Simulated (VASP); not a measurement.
Sr2CuSi3: single point with PBE

Crystal: Sr2CuSi3.

```xyz
6
Lattice="0.0000 0.0000 3.7870 0.0000 -4.2331 0.0000 6.8732 2.1166 -1.8935" Properties=species:S:1:pos:R:3 pbc="T T T"
Si    0.0000    0.0000    0.0000
Si    2.1266   -2.1166    0.0000
Si    4.7467    0.0000    1.8935
Sr    4.8401   -2.1166    0.0000
Sr    2.0331    0.0000    1.8935
Cu    0.0000   -2.1166    0.0000
```

- Program: VASP 6.6.1
- Task: single point
- Functional: PBE
- Potentials or basis: VASP PAW PBE potentials, release 64 (Si, Sr_sv, Cu)
- Cutoff: 520 eV
- k mesh: 7 × 7 × 7
- Occupations: gaussian, width 0.0182 eV
- Spin: no spin polarisation

```json
{
  "Pressure": "29.5 GPa",
  "Largest force": "0.433 eV/Å"
}
```

Forces on the atoms (eV/Å):
```
Si   0.000  0.000  0.000
Si   0.433  0.000  0.000
Si  -0.433  0.000  0.000
Sr  -0.009  0.000  0.000
Sr   0.009  0.000  0.000
Cu   0.000  0.000  0.000
```

Stress tensor (GPa, compression positive):
```
36.40  0.00  0.00
 0.00 24.45  0.00
 0.00  0.00 27.67
```

Levels at points of the mesh, in eV from the Fermi level:
```csv
k point,band 19,band 20,band 21,band 22,band 23,band 24
"(0.00, 0.00, 0.00)",-0.97,-0.41,0.39,0.60,0.97,1.66
```

Run time: 9.2 min on 1 thread of AMD EPYC 7R43 64-Core Processor (Zen 3), with other jobs on the host, peak memory 0.32 GiB.
